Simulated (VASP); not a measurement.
Here is a VASP 6.6.1 calculation.

The input INCAR:

```
SYSTEM = ScSn3Se
PREC = Accurate ; ENCUT = 520
EDIFF = 1E-7 ; ISMEAR = 0
SIGMA = 0.1 ; LREAL = .FALSE.
LASPH = .TRUE. ; NELM = 60
ALGO = Normal ; ISIF = 2
LWAVE = .FALSE. ; LCHARG = .FALSE.
GGA = PE ; NBANDS = 38
```

The input KPOINTS:

```
regular mesh
0
G
  4 4 4
  0 0 0
```

File POSCAR:

```
ScSn3Se
1.0
    4.4244415637      0.0000000000      0.0000000000
    0.0000000000      4.4244415637      0.0000000000
    0.0000000000      0.0000000000      7.5031967596
Sc Sn Se
1 3 1
Direct
    0.0000000000      0.0000000000      1.1444630530
    0.0000000000      0.5000000000      0.4255169671
    0.5000000000      0.5000000000      0.0743501713
    0.5000000000      0.0000000000      0.4255169671
    0.5000000000      0.5000000000      0.6980528116
```

Potentials or basis: VASP PAW PBE potentials, release 64 (Sc_sv, Sn_d, Se).

Run with:

```bash
$ cat potpaw_PBE.64/Sc_sv/POTCAR potpaw_PBE.64/Sn_d/POTCAR potpaw_PBE.64/Se/POTCAR > POTCAR
$ mpirun -np 1 vasp_std > vasp.out
```

Question: Predict the band gap on the k mesh.

Answer: Zero (an odd number of electrons rules out a gap without spin polarisation).

Question: Predict the pressure.

Answer: 0.0 GPa.

Question: What does it give for the largest force?

Answer: 0.007 eV/Å.

Forces on the atoms (eV/Å):
```
Sc   0.000  0.000 -0.007
Sn   0.000  0.000  0.001
Sn   0.000  0.000  0.006
Sn   0.000  0.000  0.001
Se   0.000  0.000 -0.003
```

Caveat: spin-orbit coupling is left out, which moves the levels of the heavy elements.
